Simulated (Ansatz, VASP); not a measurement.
**TaN in VASP and in Ansatz**

```
CELL_PARAMETERS angstrom
0.13610 2.27821 2.27821
2.27821 0.13610 2.27821
2.27821 2.27821 0.13610
ATOMIC_POSITIONS crystal
Ta 0.50000 0.50000 0.50000
N 0.00000 0.00000 0.00000
```

Alike in both runs: task single point; functional PBE; k mesh 20 × 20 × 20; occupations gaussian, width 0.15 eV; no spin polarisation.

|  | VASP | Ansatz |
| --- | --- | --- |
| version | VASP 6.6.1 | Ansatz 0.2.0 |
| potentials or method | VASP PAW PBE potentials, release 64 (Ta_pv, N), cutoff 520 eV | scalar-relativistic, plane waves, PAW |
| valence electrons in the cell | 16 | 18 |

VASP gave:

| Property | Result |
| --- | --- |
| gap on the k mesh at the Fermi level (eV) | none |
| pressure (GPa) | 1.5 |
| traceless stress, the component that is largest in VASP (GPa) | -3.04 |

Problem. Which values does Ansatz return?

Solution. gap on the k mesh at the Fermi level (eV): none; pressure (GPa): 0.5; traceless stress, the component that is largest in VASP (GPa): -3.10.

A gap of «none» marks a metal or a gap that the smearing closes. The functional is the same, so the differences come from potentials, cutoffs and numerics. VASP's potentials hold 16 valence electrons a cell and Ansatz's 18, so a difference there can come from the potentials and not from the codes.

Neither program's run includes spin-orbit coupling.
